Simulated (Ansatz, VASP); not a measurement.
## Two plane-wave programs on BAs

```
B As
1.0
     0.00000    2.37926    2.37926
     2.37926    0.00000    2.37926
     2.37926    2.37926    0.00000
B As
1 1
Direct
  0.00000 0.00000 0.00000
  0.25000 0.25000 0.25000
```

Alike in both runs: functional PBE; dispersion D4; k mesh 6 × 6 × 6; no spin polarisation.

Ansatz relaxed the structure, and its values are those at the end. VASP's run is a single point on that final structure, the one shown.

|  | VASP | Ansatz |
| --- | --- | --- |
| version | VASP 6.6.1 | Ansatz 0.2.0 |
| potentials or method | VASP PAW PBE potentials, release 64 (B, As) | plane waves, PAW |
| plane-wave cutoff (eV) | 520 | 420 |
| occupations | gaussian, width 0.01 eV | fixed |
| valence electrons in the cell | 8 | 18 |

```tsv
	VASP	Ansatz	Ansatz less VASP
pressure (GPa)	0.7	0.0	-0.69
```

VASP's potentials hold 8 valence electrons a cell and Ansatz's 18, so a difference there can come from the potentials and not from the codes.
